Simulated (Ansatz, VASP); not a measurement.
CuO: VASP beside Ansatz

```xyz
2
Lattice="0.0000 2.1166 2.1166 2.1166 0.0000 2.1166 2.1166 2.1166 0.0000" Properties=species:S:1:pos:R:3 pbc="T T T"
Cu    1.9814    1.9843    0.1219
O     2.2518    2.2488    1.9946
```

Alike in both runs: functional r2SCAN; k mesh 11 × 11 × 11; occupations fermi-dirac, width 0.05 eV; no spin polarisation; Hubbard terms Cu d U = 4.5 eV.

|  | VASP | Ansatz |
| --- | --- | --- |
| version | VASP 6.6.1 | Ansatz 0.2.0 |
| potentials or method | VASP PAW PBE potentials, release 64 (Cu, O) | Ansatz PAW |
| plane-wave cutoff (eV) | 520 | 500 |
| valence electrons in the cell | 17 | 25 |
| task | single point | band structure |

|  | VASP | Ansatz | Ansatz less VASP |
| --- | --- | --- | --- |
| gap on the k mesh at the Fermi level (eV) | none | none | - |
| pressure (GPa) | 7.0 | 13.1 | +6.16 |
| traceless stress, the component that is largest in VASP (GPa) | -3.34 | -4.47 | -1.128 |
| rms of the force components (eV/Å) | 0.515 | 0.655 | +0.1401 |

VASP's potentials were made for PBE, not for r2SCAN. The programs project onto different local orbitals, so the same U acts differently, and such runs can settle in different states. Atom by atom the forces differ by 0.140 eV/Å (rms over components). A gap of «none» marks a metal or a gap that the smearing closes. VASP's potentials hold 17 valence electrons a cell and Ansatz's 25, so a difference there can come from the potentials and not from the codes.
